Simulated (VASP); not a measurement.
Wanted: the native input for a VASP 6.6.1 run.

- Task: single point
- Functional: PBE
- Potentials or basis: VASP PAW PBE potentials, release 64 (Cu, O)
- Cutoff: 600 eV
- k mesh: 14 × 14 × 8
- Occupations: gaussian, width 0.1 eV
- Spin: no spin polarisation
- Dipole correction: no
- Further INCAR settings: ALGO = Normal; EDIFF = 1e-06; NBANDS = 25

The structure of CuO lies in POSCAR:

```
CuO
1.0
    2.1599992955     -2.1665586031      0.1693089815
    2.1599985774      2.1665592957      0.1693092797
   -0.4063615843     -0.0000004241      5.1842484039
Cu O
2 2
Direct
    0.0000000000      0.5000000000      0.0000000000
    0.5000000000      0.0000000000      0.5000000000
    0.5000000000      0.5000000000      0.2500000000
    0.5000000000      0.5000000000      0.7500000000
```

One way to write it, as run:

INCAR

```
SYSTEM = CuO
PREC = Accurate
ENCUT = 600
EDIFF = 1E-6
ISMEAR = 0
SIGMA = 0.1
LREAL = .False.
LASPH = .True.
NELM = 120
ALGO = Normal
ISIF = 2
LWAVE = .False.
LCHARG = .False.
GGA = PE
NBANDS = 25
GGA_COMPAT = .False.
```

KPOINTS

```
regular mesh
0
Gamma
  14 14 8
  0 0 0
```

Potentials or basis: VASP PAW PBE potentials, release 64 (Cu, O).

The run is started by

```bash
$ cat potpaw_PBE.64/Cu/POTCAR potpaw_PBE.64/O/POTCAR > POTCAR
$ mpirun -np 1 vasp_std > vasp.out
```

It gave:

```
Pressure               : -9.4 GPa
Band gap on the k mesh : zero (bands 17 and 18 overlap by 1.20 eV)
```

Caveat: the cell stands under tension; semilocal functionals often make such compounds metallic where correlation or magnetic order opens a gap, which also shifts bond lengths.

It took 4.8 min on 1 thread of Oxide Virtual Turin-like Processor, on a shared host, peak memory 0.41 GiB.
